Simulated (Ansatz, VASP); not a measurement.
One calculation of Ti, two programs

```
CELL_PARAMETERS angstrom
0.00000 2.03000 2.11120
2.03000 0.00000 2.11120
2.03000 2.03000 0.00000
ATOMIC_POSITIONS crystal
Ti 0.00000 0.00000 0.00000
```

Alike in both runs: functional PBEsol; k mesh 9 × 9 × 9; occupations fermi-dirac, width 0.05 eV; no spin polarisation.

|  | VASP | Ansatz |
| --- | --- | --- |
| version | VASP 6.6.1 | Ansatz 0.2.0 |
| potentials or method | VASP PAW PBE potentials, release 64 (Ti_sv) | Ansatz PAW |
| plane-wave cutoff (eV) | 520 | 420 |
| valence electrons in the cell | 12 | 12 |
| task | single point | band structure |

Ansatz gave:

* gap on the k mesh at the Fermi level (eV): none
* pressure (GPa): -4.3
* traceless stress, the component that is largest in VASP (GPa): -0.37

Which values does VASP return?

gap on the k mesh at the Fermi level (eV): none; pressure (GPa): -4.5; traceless stress, the component that is largest in VASP (GPa): -0.36.

VASP's potentials were made for PBE, not for PBEsol. A gap of «none» marks a metal or a gap that the smearing closes. The functional is the same, so the differences come from potentials, cutoffs and numerics.
